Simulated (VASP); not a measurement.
MgO, 12 atoms in the cell. The cell holds a slab with vacuum, 12 atoms: a = 3.008 Å, b = 3.008 Å, c = 25.635 Å, α = 90.00°, β = 90.00°, γ = 90.00°. 

```yaml
Program: VASP 6.6.1
Task: single point
Functional: PBE
Potentials_or_basis: VASP PAW PBE potentials, release 64 (Mg, O)
Cutoff: 520 eV
k_mesh: 9 × 9 × 1
Occupations: gaussian, width 0.05 eV
Spin: no spin polarisation
Dipole_correction: yes
Further_INCAR_settings: ALGO = Normal; EDIFF = 1e-07; NBANDS = 36
```

Potentials or basis: VASP PAW PBE potentials, release 64 (Mg, O).

Run with:

```sh
$ cat potpaw_PBE.64/Mg/POTCAR potpaw_PBE.64/O/POTCAR > POTCAR
$ mpirun -np 1 vasp_std > vasp.out
```

Hardware: 1 thread of Intel(R) Xeon(R) 6975P-C (Granite Rapids) (shared host).

Problem. Estimate the wall time of this run.

Solution. It took 2.3 min on 1 thread of Intel(R) Xeon(R) 6975P-C (Granite Rapids) (shared host), peak memory 0.36 GiB. Counts: scf iterations 26, k points 15.
